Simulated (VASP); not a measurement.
Set up this calculation in VASP 6.6.1, as the native input.

- Task: single point
- Functional: PBEsol
- Potentials or basis: VASP PAW PBE potentials, release 64 (F)
- Cutoff: 520 eV
- k mesh: 4 × 4 × 2
- Occupations: gaussian, width 0.05 eV
- Spin: no spin polarisation
- Dipole correction: no
- Further INCAR settings: ALGO = Normal; EDIFF = 1e-07; NBANDS = 22

The structure of F lies in POSCAR:

```
F
1.0
    3.1004838602     -1.7819543364     -0.2391360627
    3.1004838602      1.7819543364     -0.2391360627
   -2.3313270155      0.0000000000      7.1362390124
F
4
Direct
    0.0848459664      0.0848459664      0.0860117137
    0.9151540336      0.9151540336      0.9139882863
    0.5015719855      0.5015719855      0.5937195244
    0.4984280145      0.4984280145      0.4062804756
```

The input as run:

INCAR

```
SYSTEM = F
ALGO     = Normal         ! electronic algorithm
EDIFF    = 1E-7           ! SCF threshold, eV
ENCUT    = 520            ! plane-wave cutoff, eV
GGA      = PS             ! functional
ISIF     = 2              ! what is computed and relaxed
ISMEAR   = 0              ! smearing method
LASPH    = .True.         ! aspherical terms in the spheres
LCHARG   = .False.        ! write CHGCAR
LREAL    = .False.        ! projectors in reciprocal space
LWAVE    = .False.        ! write WAVECAR
NBANDS   = 22             ! bands
NELM     = 80             ! most SCF steps
PREC     = Accurate       ! precision mode
SIGMA    = 0.05           ! smearing width, eV
```

KPOINTS

```
k-points
0
Gamma
  4 4 2
  0 0 0
```

Potentials or basis: VASP PAW PBE potentials, release 64 (F).

Launch:

```console
$ cat potpaw_PBE.64/F/POTCAR > POTCAR
$ mpirun -np 1 vasp_std > vasp.out
```

It gave:

```yaml
Pressure: 4.2 GPa
Largest_force: 4.623 eV/Å
Band_gap_on_the_k_mesh: 3.03 eV, indirect (least direct gap 3.07 eV)
```

Caveat: the k points lie up to 0.52 Å⁻¹ apart; the PAW data sets were made with another functional, which shifts forces and pressure a little.

Wall time 13 s on 1 thread of Intel(R) Xeon(R) Platinum 8488C (Sapphire Rapids) (shared host), peak memory 0.18 GiB.
